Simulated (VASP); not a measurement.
Crystal: Pt.

```xyz
2
Lattice="2.7700 0.0000 0.0000 -1.3850 2.3989 0.0000 0.0000 0.0000 4.5234" Properties=species:S:1:pos:R:3 pbc="T T T"
Pt    0.0000    1.5993    1.1309
Pt    1.3850    0.7996    3.3926
```

| Property | Result |
| --- | --- |
| Program | VASP 6.6.1 |
| Task | relaxation of cell and atoms |
| Functional | r2SCAN |
| Potentials or basis | VASP PAW PBE potentials, release 64 (Pt) |
| Cutoff | 600 eV |
| k mesh | 8 × 8 × 5 |
| Occupations | fermi-dirac, width 0.05 eV |
| Spin | no spin polarisation |

At the start: pressure 7.4 GPa; volume 15.03 Å³/atom.

Task: How do energy, volume and symmetry change on relaxing?

Result: Over 7 steps the energy falls by 25.8 meV/atom and the volume is 15.44 Å³/atom (+2.7 %); space group P6_3/mmc (No. 194, to 0.05 Å).

The path:
| step | energy change (eV) | largest force (eV/Å) | pressure (GPa) | volume (Å³) |
| --- | --- | --- | --- | --- |
| 1 | 0.0000 | 0.0000 | 7.35 | 30.06 |
| 2 | 0.0736 | 0.0000 | -15.85 | 33.14 |
| 3 | -0.0302 | 0.0000 | -2.23 | 31.09 |
| 4 | -0.0515 | 0.0000 | -0.48 | 30.93 |
| 5 | -0.0515 | 0.0000 | -0.46 | 30.93 |
| 6 | -0.0513 | 0.0000 | 0.94 | 30.76 |
| 7 | -0.0516 | 0.0000 | 0.02 | 30.87 |

Final structure:
```
CELL_PARAMETERS angstrom
2.74610 0.00000 0.00000
-1.37305 2.37819 0.00000
0.00000 0.00000 4.72715
ATOMIC_POSITIONS crystal
Pt 0.33333 0.66667 0.25000
Pt 0.66667 0.33333 0.75000
```

Caveat: the PAW data sets were made with another functional, which shifts forces and pressure a little.
